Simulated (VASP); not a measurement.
# TiSi16 (a cell with a defect) in VASP: further runs

Runs on TiSi16 (a cell with a defect). Level: PBE. Tasks: single point.

Everything below comes from runs of VASP 6.6.1. Logs are shortened: lines on timing, memory, paths and dates and some standing lists are left out, and cuts for length are marked.

## 1. The cell of the first run

The cell holds a defect, 17 atoms: a = 7.679 Å, b = 7.679 Å, c = 7.679 Å, α = 60.00°, β = 60.00°, γ = 60.00°.

## 2. Single point, PBE

Input file INCAR:

```
SYSTEM = TiSi16
  PREC = Accurate
  ENCUT = 520
  EDIFF = 1E-6
  ISMEAR = 0
  SIGMA = 0.02
  LREAL = Auto
  LASPH = .True.
  NELM = 100
  ALGO = Normal
  ISIF = 2
  LWAVE = .False.
  LCHARG = .True.
  GGA = PE
  LELF = .True.
  LVHAR = .True.
  NBANDS = 52
```

Input file KPOINTS:

```
Automatic mesh
0
Gamma
  2 2 2
  0 0 0
```

Input file POSCAR:

```
TiSi16
1.0
    0.0000000000      5.4300000000      5.4300000000
    5.4300000000      0.0000000000      5.4300000000
    5.4300000000      5.4300000000      0.0000000000
Si Ti
16 1
Direct
    0.0013010296     -0.0017944512      0.0012484172
    0.1340232830      0.1268240187      0.1230067719
    0.0118525268     -0.0059719421      0.4967153084
    0.1338596148      0.1234517817      0.6187319971
    0.0113520211      0.4992850142     -0.0108721898
    0.1335729718      0.6155527216      0.1230289959
    0.0117616379      0.4968390019      0.4966780025
    0.1339037371      0.6234047310      0.6185900935
    0.5148514419      0.0039589570      0.0001205182
    0.6394541605      0.1184080351      0.1241279836
    0.5162939929     -0.0014292299      0.4861137749
    0.6381059980      0.1265892747      0.6191445742
    0.5142607954      0.4812377328     -0.0002829638
    0.6375827894      0.6197810307      0.1224923447
    0.5044968753      0.4992126208      0.4963612322
    0.6380782115      0.6158310997      0.6187338144
    0.3876419129      0.8697659034      0.8726304249
```

Potentials or basis: VASP PAW PBE potentials, release 64 (Si, Ti_sv).

Launch:

```bash
cat potpaw_PBE.64/Si/POTCAR potpaw_PBE.64/Ti_sv/POTCAR > POTCAR
mpirun -np 1 vasp_std > vasp.out
```

OUTCAR:

```text
SYSTEM = TiSi16
   PREC = Accurate
   ENCUT = 520
   EDIFF = 1E-6
   ISMEAR = 0
   LREAL = Auto
   LASPH = .True.
   NELM = 100
   ISIF = 2
   GGA = PE

 ion  position               nearest neighbor table
   1  0.001  0.998  0.001-  10 2.27   4 2.40   6 2.40   2 2.40  17 2.42
   2  0.134  0.127  0.123-   5 2.34   3 2.34   9 2.39   1 2.40  17 2.76
   3  0.012  0.994  0.497-   8 2.32   4 2.34   2 2.34  12 2.34
   4  0.134  0.123  0.619-   7 2.34   3 2.34  11 2.40   1 2.40  17 2.76
   5  0.011  0.499  0.989-   8 2.32   6 2.34   2 2.34  14 2.34
   6  0.134  0.616  0.123-   5 2.34   7 2.34  13 2.39   1 2.40  17 2.76
   7  0.012  0.497  0.497-   8 2.32   4 2.34   6 2.34  16 2.34
   8  0.134  0.623  0.619-   5 2.32  15 2.32   7 2.32   3 2.32
   9  0.515  0.004  0.000-  10 2.28   2 2.39  12 2.39  14 2.41  17 2.44
  10  0.639  0.118  0.124-   1 2.27  11 2.27  13 2.28   9 2.28
  11  0.516  0.999  0.486-  10 2.27   4 2.40  16 2.40  12 2.40  17 2.42
  12  0.638  0.127  0.619-  15 2.34   3 2.34   9 2.39  11 2.40  17 2.75
  13  0.514  0.481  1.000-  10 2.28   6 2.39  16 2.39  14 2.41  17 2.44
  14  0.638  0.620  0.122-   5 2.34  15 2.34   9 2.41  13 2.41  17 2.71
  15  0.504  0.499  0.496-   8 2.32  16 2.34  12 2.34  14 2.34
  16  0.638  0.616  0.619-  15 2.34   7 2.34  13 2.39  11 2.40  17 2.76
  17  0.388  0.870  0.873-   1 2.42  11 2.42  13 2.44   9 2.44  14 2.71  12 2.75   2 2.76   4 2.76
                            16 2.76   6 2.76

  LATTYP: Found a face centered cubic cell.
 ALAT       =    10.8600000000

  Lattice vectors:

 A1 = (   0.0000000000,   5.4300000000,   5.4300000000)
 A2 = (   5.4300000000,   0.0000000000,   5.4300000000)
 A3 = (   5.4300000000,   5.4300000000,   0.0000000000)

Analysis of symmetry for initial positions (statically):
=====================================================================
 Subroutine PRICEL returns:
 Original cell was already a primitive cell.

 Routine SETGRP: Setting up the symmetry group for a
 face centered cubic supercell.

 Subroutine GETGRP returns: Found  1 space group operations
 (whereof  1 operations were pure point group operations)
 out of a pool of 48 trial point group operations.

The static configuration has the point symmetry C_1 .

Analysis of symmetry for dynamics (positions and initial velocities):
=====================================================================
 Subroutine PRICEL returns:
 Original cell was already a primitive cell.

 Routine SETGRP: Setting up the symmetry group for a
 face centered cubic supercell.

 Subroutine GETGRP returns: Found  1 space group operations
 (whereof  1 operations were pure point group operations)
 out of a pool of 48 trial point group operations.

[... 122 lines left out ...]
   TEBEG  =    0.0;   TEEND  =   0.0 temperature during run
   PSTRESS=    0.0 pullay stress
   NELECT =      76.0000    total number of electrons
   NUPDOWN=      -1.0000    fix difference up-down
   EMIN   =  10.00;   EMAX   =-10.00  energy-range for DOS
   EFERMI =   0.00;   METHOD = LEGACY
   ISMEAR =     0;   SIGMA  =   0.02  broadening in eV -4-tet -1-fermi 0-gaus
   EFERMI_NEDOS =   21; number of points for ismear=-14 and -15
   IALGO  =     38    algorithm
   IMIX   =      4    mixing-type and parameters
     AMIX     =   0.40;   BMIX     =  1.00
     AMIX_MAG =   1.60;   BMIX_MAG =  1.00
  volume/ion in A,a.u.               =      18.84       127.11
  Fermi-wavevector in a.u.,A,eV,Ry     =   1.013607  1.915439 13.978610  1.027399
  Thomas-Fermi vector in A             =   2.146786
   LORBIT       =      0    0 simple, 1 ext, 2 COOP (PROOUT), +10 PAW based schemes
   GGA     = PE    functional components
   LHFCALC =     F    Hartree Fock is set to
   AEXX    =    0.0000 exact exchange contribution
   IVDW    =     0    specifies the selected vdW correction
   LEPSILON=     F    determine dielectric tensor
   LRPA    =     F    only Hartree local field effects (RPA)
 non-spin polarized calculation
 Gauss-broadening in eV      SIGMA  =   0.02
  energy-cutoff  :      520.00
  volume of cell :      320.21
 maximum number of plane-waves:      8646
 NGX is ok and might be reduce to    60
   NGX = 29   NGY = 29   NGZ = 29

 number of electron      76.0000002 magnetization

 Free energy of the ion-electron system (eV)
  ---------------------------------------------------
  ext. energy  EPLUGINS =         0.00000000
  ---------------------------------------------------
  free energy    TOTEN  =       -92.20448109 eV

  energy without entropy =      -92.20086146  energy(sigma->0) =      -92.20267127

 E-fermi :   6.9172     XC(G=0):  -9.7516

 val. band max:        6.9169023342   @ k =   0.5000   0.0000   0.0000
 cond. band min:       6.9567389836   @ k =   0.0000   0.5000   0.0000
 fundamental gap:      0.0398366494
 Fermi energy:         6.9171565924

 k-point     1 :       0.0000    0.0000    0.0000
  band No.  band energies     occupation
      1     -49.8865      2.00000
      2     -26.2733      2.00000
      3     -26.2573      2.00000
      4     -26.2439      2.00000
      5      -5.7204      2.00000
      6      -3.5124      2.00000
[... 413 lines left out ...]
     49       9.8816      0.00000
     50      10.5525      0.00000
 [bands above 50 left out]

------------------------ aborting loop because EDIFF is reached ----------------------------------------

  FORCE on cell =-STRESS in cart. coord.  units (eV):
  Direction    XX          YY          ZZ          XY          YZ          ZX
  --------------------------------------------------------------------------------------
  -------------------------------------------------------------------------------------
  Total        7.9299854      8.2415685      7.9060960     -0.0152450      0.0109225      0.2426141
  in kB       39.6783390     41.2373710     39.5588064     -0.0762798      0.0546519      1.2139398
  external PRESSURE =      40.1581721 kB  Pullay stress =       0.0000000 kB

 VOLUME and BASIS-vectors are now :
 -----------------------------------------------------------------------------
  energy-cutoff  :      520.00
  volume of cell :      320.21
      direct lattice vectors                 reciprocal lattice vectors
     0.000000000  5.430000000  5.430000000    -0.092081031  0.092081031  0.092081031
     5.430000000  0.000000000  5.430000000     0.092081031 -0.092081031  0.092081031
     5.430000000  5.430000000  0.000000000     0.092081031  0.092081031 -0.092081031

 POSITION                                       TOTAL-FORCE (eV/Angst)
 -----------------------------------------------------------------------------------
      5.42704      0.01384      5.42732         0.006131     -0.007851      0.001156
      1.35658      1.39567      1.41640        -0.001582      0.001176      0.003237
      8.09474      2.76152      5.46193         0.001918     -0.000472     -0.003105
      4.03006      4.08657      1.39720        -0.002682      0.006841     -0.000074
      8.08208      5.43261      2.77276         0.002783     -0.001616     -0.002382
      4.01050      1.39335      4.06775        -0.003081      0.001124     -0.001273
[... 9 lines left out ...]
      6.70369      6.82449      6.80873         0.001353      0.003373      0.000081
      9.46121      6.84328      6.82772        -0.003100     -0.004466      0.001679
 -----------------------------------------------------------------------------------
    total drift:                               -0.005502     -0.007412      0.002119

  FREE ENERGIE OF THE ION-ELECTRON SYSTEM (eV)
  ---------------------------------------------------
  free  energy   TOTEN  =       -92.2044810856 eV

  energy  without entropy=      -92.2008614604  energy(sigma->0) =      -92.20267127
```

Run time: 3.2 min. Hardware: 1 thread of Intel Xeon 6975P-C (Granite Rapids), shared host; peak memory 0.5 GiB.

What came out:

```yaml
Free_energy: -92.2045 eV
Pressure: 4.0 GPa
Largest_force: 0.010 eV/Å
Band_gap_on_the_k_mesh: zero (band 38 reaches 6.96 eV, above the bottom of band 39 at 6.56 eV)
```

Forces on the atoms (eV/Å):
```
Si   0.006 -0.008  0.001
Si  -0.002  0.001  0.003
Si   0.002  0.000 -0.003
Si  -0.003  0.007  0.000
Si   0.003 -0.002 -0.002
Si  -0.003  0.001 -0.001
Si   0.004 -0.001  0.000
Si  -0.002  0.001  0.000
Si   0.000 -0.003 -0.001
Si   0.001  0.002 -0.003
Si  -0.003 -0.007 -0.001
Si   0.001  0.005  0.003
Si  -0.002  0.004  0.002
Si  -0.002  0.004  0.000
Si   0.001 -0.002  0.000
Si   0.001  0.003  0.000
Ti  -0.003 -0.004  0.002
```

Caveat: the k points lie up to 0.50 Å⁻¹ apart.

## 3. Single point, PBE

Input file INCAR:

```
  ALGO = Normal
  EDIFF = 1E-7
  ENCUT = 520
  GGA = PE
  ISIF = 2
  ISMEAR = 0
  LASPH = T
  LCHARG = T
  LELF = T
  LREAL = Auto
  LVHAR = T
  LWAVE = F
  NBANDS = 52
  NELM = 80
  PREC = Accurate
  SIGMA = 0.02
```

Input file KPOINTS:

```
k-points
0
Gamma
  2 2 2
```

Input file POSCAR:

```
TiSi16
1.0
    0.0000000000      5.4300000000      5.4300000000
    5.4300000000      0.0000000000      5.4300000000
    5.4300000000      5.4300000000      0.0000000000
Si Ti
16 1
Direct
   -0.0021099037     -0.0128794676      0.0060695408
    0.1262013373      0.1088493063      0.1388867198
    0.0066502754     -0.0142578484      0.5007847754
    0.1207882146      0.1102577304      0.6250899030
    0.0013672013      0.4911490851      0.0061807384
    0.1305101551      0.6134097922      0.1283069847
   -0.0022424072      0.4911785634      0.5020469634
    0.1262413022      0.6238308581      0.6238376429
    0.5089655952     -0.0128719669      0.0061534776
    0.6253669131      0.1208051624      0.1285806982
    0.5050353815     -0.0125020264      0.5024134824
    0.6437586413      0.1103691509      0.6251775003
    0.5011425676      0.4914021444      0.0064469804
    0.6278494379      0.6134328724      0.1283315518
    0.5090729854      0.4912787567      0.5020505249
    0.6252637726      0.6137078880      0.6359018735
    0.2550831103      1.2375206888      0.7523024125
```

Potentials or basis: VASP PAW PBE potentials, release 64 (Si, Ti_sv).

Launch:

```bash
cat potpaw_PBE.64/Si/POTCAR potpaw_PBE.64/Ti_sv/POTCAR > POTCAR
mpirun -np 1 vasp_std > vasp.out
```

Wall time 3.6 min (1 thread of Intel Xeon 6975P-C (Granite Rapids), shared host); peak memory 0.5 GiB.

The run converged. Its results:

| Quantity | Value |
| --- | --- |
| Free energy | -92.2044 eV |
| Pressure | 4.0 GPa |
| Largest force | 0.013 eV/Å |
| Band gap on the k mesh | zero (band 38 reaches 6.96 eV, above the bottom of band 39 at 6.55 eV) |

Forces on the atoms (eV/Å):
```
Si  -0.006 -0.001  0.001
Si  -0.001  0.000 -0.001
Si  -0.002  0.004 -0.003
Si   0.006 -0.001  0.001
Si   0.009  0.000  0.001
Si  -0.002  0.001  0.000
Si  -0.004 -0.001 -0.003
Si   0.007 -0.009  0.007
Si  -0.006 -0.001  0.002
Si   0.006  0.000  0.000
Si  -0.006  0.000  0.000
Si   0.005 -0.001  0.001
Si  -0.001  0.000  0.000
Si  -0.002  0.000 -0.001
Si  -0.004  0.003  0.001
Si   0.002 -0.001  0.002
Ti   0.000  0.007 -0.007
```

Stress tensor (GPa, compression positive):
```
4.12 0.00 0.00
0.00 3.97 0.12
0.00 0.12 3.97
```

Levels at points of the mesh, in eV from the Fermi level:
```
           k point  band 34  band 35  band 36  band 37  band 38  band 39  band 40  band 41  band 42  band 43
(0.00, 0.00, 0.00)    -0.98    -0.98    -0.97    -0.42    -0.39    -0.36    -0.11    -0.06     0.26     0.86
(0.50, 0.00, 0.00)    -1.96    -1.36    -1.35    -0.25     0.04     0.06     0.45     0.45     0.80     1.24
(0.00, 0.50, 0.00)    -1.96    -1.36    -1.35    -0.28     0.00     0.07     0.45     0.47     0.84     1.23
(0.00, 0.00, 0.50)    -1.96    -1.36    -1.35    -0.28     0.00     0.07     0.45     0.47     0.84     1.23
(0.50, 0.50, 0.50)    -1.96    -1.36    -1.35    -0.25     0.04     0.06     0.45     0.45     0.80     1.24
(0.50, 0.50, 0.00)    -2.00    -2.00    -1.86    -0.69    -0.03     0.57     0.58     1.12     1.35     1.73
(0.00, 0.50, 0.50)    -1.99    -1.98    -1.88    -0.70    -0.03     0.57     0.62     1.11     1.33     1.76
(0.50, 0.00, 0.50)    -2.00    -2.00    -1.86    -0.69    -0.03     0.57     0.58     1.12     1.35     1.73
```

Caveat: the k points lie up to 0.50 Å⁻¹ apart.
